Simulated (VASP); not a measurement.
# SiC (P6_3mc) in VASP: notebook, part 2 of 2

VASP 6.6.1. The steps go on from the part before.

## Step 3: Electric field gradients, r2SCAN

The input, POSCAR:

```
SiC
1.0
    3.0771837018      0.0000000000      0.0000000000
   -1.5385918509      2.6649192579      0.0000000000
    0.0000000000      0.0000000000     20.1256313500
Si C
8 8
Direct
    0.3333333333      0.6666666667      0.8751989200
    0.3333333333      0.6666666667      0.6249876700
    0.0000000000      0.0000000000      0.0000875800
    0.6666666667      0.3333333333      0.7501047200
    0.6666666667      0.3333333333      0.3751989200
    0.3333333333      0.6666666667      0.2501047200
    0.0000000000      0.0000000000      0.5000875800
    0.6666666667      0.3333333333      0.1249876700
    0.3333333333      0.6666666667      0.3441316400
    0.6666666667      0.3333333333      0.2187168400
    0.6666666667      0.3333333333      0.8441316400
    0.0000000000      0.0000000000      0.5938484600
    0.3333333333      0.6666666667      0.9689261800
    0.0000000000      0.0000000000      0.0938484600
    0.3333333333      0.6666666667      0.7187168400
    0.6666666667      0.3333333333      0.4689261800
```

The input, INCAR.step1:

```
  PREC = Accurate
  ENCUT = 520
  ISMEAR = -1
  SIGMA = 0.02
  LREAL = Auto
  LASPH = True
  NELM = 60
  NBANDS = 46
  GGA = PE
  ALGO = Normal
  EDIFF = 1E-4
  LWAVE = True
  LCHARG = False
```

The input, INCAR.step2:

```
  PREC = Accurate
  ENCUT = 520
  EDIFF = 1E-8
  ISMEAR = -1
  SIGMA = 0.02
  LREAL = Auto
  LASPH = True
  NELM = 60
  ALGO = Normal
  ISIF = 2
  LWAVE = False
  LCHARG = False
  METAGGA = R2SCAN
  LMIXTAU = True
  LEFG = True
  NBANDS = 46
  ISTART = 1
```

The input, KPOINTS:

```
regular mesh
0
Gamma
  10 10 2
```

Potentials or basis: VASP PAW PBE potentials, release 64 (Si, C).

Started as:

```sh
$ cat potpaw_PBE.64/Si/POTCAR potpaw_PBE.64/C/POTCAR > POTCAR
$ cp INCAR.step1 INCAR
$ mpirun -np 1 vasp_std > vasp.out
$ cp INCAR.step2 INCAR
$ mpirun -np 1 vasp_std > vasp.out
```

OUTCAR:

```text
PREC = Accurate
   ENCUT = 520
   EDIFF = 1E-8
   ISMEAR = -1
   LREAL = Auto
   LASPH = True
   NELM = 60
   ISIF = 2
   METAGGA = R2SCAN
   ISTART = 1

 ion  position               nearest neighbor table
   1  0.333  0.667  0.875-  11 1.88  11 1.88  11 1.88  13 1.89   3 3.08   3 3.08   3 3.08   4 3.08
                             4 3.08   4 3.08
   2  0.333  0.667  0.625-  12 1.88  12 1.88  12 1.88  15 1.89   7 3.08   7 3.08   7 3.08   4 3.08
                             4 3.08   4 3.08
   3  0.000  0.000  0.000-  13 1.88  13 1.88  13 1.88  14 1.89   1 3.08   1 3.08   1 3.08   8 3.08
                             8 3.08   8 3.08
   4  0.667  0.333  0.750-  15 1.89  15 1.89  15 1.89  11 1.89   1 3.08   1 3.08   1 3.08   2 3.08
                             2 3.08   2 3.08
   5  0.667  0.333  0.375-   9 1.88   9 1.88   9 1.88  16 1.89   7 3.08   7 3.08   7 3.08   6 3.08
                             6 3.08   6 3.08
   6  0.333  0.667  0.250-  10 1.89  10 1.89  10 1.89   9 1.89   5 3.08   5 3.08   5 3.08   8 3.08
                             8 3.08   8 3.08
   7  0.000  0.000  0.500-  16 1.88  16 1.88  16 1.88  12 1.89   5 3.08   5 3.08   5 3.08   2 3.08
                             2 3.08   2 3.08
   8  0.667  0.333  0.125-  14 1.88  14 1.88  14 1.88  10 1.89   3 3.08   3 3.08   3 3.08   6 3.08
                             6 3.08   6 3.08
   9  0.333  0.667  0.344-   5 1.88   5 1.88   5 1.88   6 1.89
  10  0.667  0.333  0.219-   6 1.89   6 1.89   6 1.89   8 1.89
  11  0.667  0.333  0.844-   1 1.88   1 1.88   1 1.88   4 1.89
  12  0.000  0.000  0.594-   2 1.88   2 1.88   2 1.88   7 1.89
  13  0.333  0.667  0.969-   3 1.88   3 1.88   3 1.88   1 1.89
  14  0.000  0.000  0.094-   8 1.88   8 1.88   8 1.88   3 1.89
  15  0.333  0.667  0.719-   4 1.89   4 1.89   4 1.89   2 1.89
  16  0.667  0.333  0.469-   7 1.88   7 1.88   7 1.88   5 1.89

  LATTYP: Found a hexagonal cell.
 ALAT       =     3.0771837018
 C/A-ratio  =     6.5402762072

  Lattice vectors:

 A1 = (   3.0771837018,   0.0000000000,   0.0000000000)
 A2 = (  -1.5385918509,   2.6649192579,   0.0000000000)
 A3 = (   0.0000000000,   0.0000000000,  20.1256313500)

Analysis of symmetry for initial positions (statically):
=====================================================================
 Subroutine PRICEL returns:
 Original cell was already a primitive cell.

 Routine SETGRP: Setting up the symmetry group for a
 hexagonal supercell.

 Subroutine GETGRP returns: Found 12 space group operations
 (whereof  6 operations were pure point group operations)
 out of a pool of 24 trial point group operations.

The static configuration has the point symmetry C_3v.
 The point group associated with its full space group is C_6v.

Analysis of symmetry for dynamics (positions and initial velocities):
=====================================================================
 Subroutine PRICEL returns:
 Original cell was already a primitive cell.

 Routine SETGRP: Setting up the symmetry group for a
 hexagonal supercell.

 Subroutine GETGRP returns: Found 12 space group operations
 (whereof  6 operations were pure point group operations)
 out of a pool of 24 trial point group operations.

The dynamic configuration has the point symmetry C_3v.
 The point group associated with its full space group is C_6v.

[... 166 lines left out ...]
 Free energy of the ion-electron system (eV)
  ---------------------------------------------------
  ext. energy  EPLUGINS =         0.00000000
  ---------------------------------------------------
  free energy    TOTEN  =      -154.62546838 eV

  energy without entropy =     -154.62546838  energy(sigma->0) =     -154.62546838

 E-fermi :   8.4540     XC(G=0): -11.9463

 val. band max:        8.0531506928   @ k =   0.0000   0.0000   0.0000
 cond. band min:      10.1948306593   @ k =   0.5000   0.0000   0.0000
 fundamental gap:      2.1416799664
 Fermi energy:         8.4539532265

 k-point     1 :       0.0000    0.0000    0.0000
  band No.  band energies     occupation
      1      -8.1936      2.00000
      2      -7.8954      2.00000
      3      -7.8585      2.00000
      4      -6.9643      2.00000
      5      -6.9444      2.00000
      6      -5.5823      2.00000
[... 1117 lines left out ...]
     43      15.1826      0.00000
     44      15.1826      0.00000

 [... further k-points ...]

 [bands above 44 left out]

------------------------ aborting loop because EDIFF is reached ----------------------------------------

  FORCE on cell =-STRESS in cart. coord.  units (eV):
  Direction    XX          YY          ZZ          XY          YZ          ZX
  --------------------------------------------------------------------------------------
  -------------------------------------------------------------------------------------
  Total        0.2410212      0.2410212      0.2047884      0.0000000      0.0000000      0.0000000
  in kB        2.3398007      2.3398007      1.9880572      0.0000000      0.0000000      0.0000000
  external PRESSURE =       2.2225528 kB  Pullay stress =       0.0000000 kB

 VOLUME and BASIS-vectors are now :
 -----------------------------------------------------------------------------
  energy-cutoff  :      520.00
  volume of cell :      165.04
      direct lattice vectors                 reciprocal lattice vectors
     3.077183702  0.000000000  0.000000000     0.324972474  0.187622945  0.000000000
    -1.538591851  2.664919258  0.000000000     0.000000000  0.375245890  0.000000000
     0.000000000  0.000000000 20.125631350     0.000000000  0.000000000  0.049687882

 POSITION                                       TOTAL-FORCE (eV/Angst)
 -----------------------------------------------------------------------------------
     -0.00000      1.77661     17.61393         0.000000     -0.000000     -0.002048
     -0.00000      1.77661     12.57827         0.000000     -0.000000     -0.003809
      0.00000      0.00000      0.00176         0.000000      0.000000      0.001549
      1.53859      0.88831     15.09633         0.000000      0.000000     -0.002152
      1.53859      0.88831      7.55112        -0.000000      0.000000     -0.002048
     -0.00000      1.77661      5.03352         0.000000     -0.000000     -0.002152
[... 8 lines left out ...]
     -0.00000      1.77661     14.46463        -0.000000      0.000000      0.011966
      1.53859      0.88831      9.43744         0.000000     -0.000000      0.003369
 -----------------------------------------------------------------------------------
    total drift:                                0.000000      0.000000      0.041320

  FREE ENERGIE OF THE ION-ELECTRON SYSTEM (eV)
  ---------------------------------------------------
  free  energy   TOTEN  =      -154.6254683772 eV

  energy  without entropy=     -154.6254683772  energy(sigma->0) =     -154.62546838

 Electric field gradients (V/A^2)
---------------------------------------------------------------------
 ion       V_xx      V_yy      V_zz      V_xy      V_xz      V_yz
---------------------------------------------------------------------
   1      -1.126    -1.126     2.252    -0.000    -0.000     0.000
   2      -0.793    -0.793     1.585    -0.000    -0.000     0.000
   3      -0.599    -0.599     1.199    -0.000     0.000    -0.000
   4       0.398     0.398    -0.796    -0.000     0.000    -0.000
   5      -1.126    -1.126     2.252    -0.000     0.000    -0.000
   6       0.398     0.398    -0.796    -0.000    -0.000     0.000
[... 8 lines left out ...]
  15      -0.205    -0.205     0.410    -0.000     0.000    -0.000
  16      -0.049    -0.049     0.098    -0.000     0.000    -0.000
---------------------------------------------------------------------

 Electric field gradients after diagonalization (V/A^2)
 (convention: |V_zz| > |V_xx| > |V_yy|)
----------------------------------------------------------------------
 ion       V_xx      V_yy      V_zz     asymmetry (V_yy - V_xx)/ V_zz
----------------------------------------------------------------------
   1      -1.126    -1.126     2.252       0.000
   2      -0.793    -0.792     1.585       0.000
   3      -0.599    -0.599     1.199       0.000
   4       0.398     0.398    -0.796       0.000
   5      -1.126    -1.126     2.252       0.000
   6       0.398     0.398    -0.796       0.000
[... 8 lines left out ...]
  15      -0.205    -0.205     0.410       0.001
  16      -0.049    -0.049     0.098       0.004
----------------------------------------------------------------------

           NMR quadrupolar parameters

 Cq : quadrupolar parameter    Cq=e*Q*V_zz/h
 eta: asymmetry parameters     (V_yy - V_xx)/ V_zz
 Q  : nuclear electric quadrupole moment in mb (millibarn)
----------------------------------------------------------------------
 ion       Cq(MHz)       eta       Q (mb)
----------------------------------------------------------------------
   1       0.005       0.000       1.000
   2       0.004       0.000       1.000
   3       0.003       0.000       1.000
   4      -0.002       0.000       1.000
   5       0.005       0.000       1.000
   6      -0.002       0.000       1.000
[... 8 lines left out ...]
  15       0.001       0.001       1.000
  16       0.000       0.004       1.000
----------------------------------------------------------------------
```

Run time: 18 min. Hardware: 1 thread of Intel Xeon Platinum 8488C (Sapphire Rapids), shared host; peak memory 0.37 GiB.

Results:

```yaml
Free_energy: -154.6255 eV
Pressure: 0.2 GPa
Largest_force: 0.012 eV/Å
Band_gap_on_the_k_mesh: 2.14 eV (least direct gap 3.29 eV)
Largest_electric_field_gradient_by_atom: Si +2.3, +1.6, +1.2, -0.8 (each value once); C +2.2, +0.4, +0.1 (each value once) V/Å²
```

Forces in eV/Å, atoms in the order of the input:
```
Si   0.000  0.000 -0.002
Si   0.000  0.000 -0.004
Si   0.000  0.000  0.002
Si   0.000  0.000 -0.002
Si   0.000  0.000 -0.002
Si   0.000  0.000 -0.002
Si   0.000  0.000  0.002
Si   0.000  0.000 -0.004
C    0.000  0.000 -0.011
C    0.000  0.000  0.012
C    0.000  0.000 -0.011
C    0.000  0.000  0.002
C    0.000  0.000  0.003
C    0.000  0.000  0.002
C    0.000  0.000  0.012
C    0.000  0.000  0.003
```

Electric field gradients, principal values (V/Å²):
```tsv
atom	least	middle	greatest (by size)
1 Si	-1.126	-1.126	2.252
2 Si	-0.792	-0.793	1.585
3 Si	-0.599	-0.599	1.199
4 Si	0.398	0.398	-0.796
5 Si	-1.126	-1.126	2.252
6 Si	0.398	0.398	-0.796
7 Si	-0.599	-0.599	1.199
8 Si	-0.792	-0.793	1.585
9 C	-1.101	-1.101	2.203
10 C	-0.205	-0.205	0.410
11 C	-1.101	-1.101	2.203
12 C	-0.055	-0.055	0.110
13 C	-0.049	-0.049	0.098
14 C	-0.055	-0.055	0.110
15 C	-0.205	-0.205	0.410
16 C	-0.049	-0.049	0.098
```

Caveat: without QUAD_EFG the Cq values of the log hold for a quadrupole moment of 1 mb, not for the nuclei; the PAW data sets were made with another functional, which shifts forces and pressure a little. A k mesh can miss the band edges.
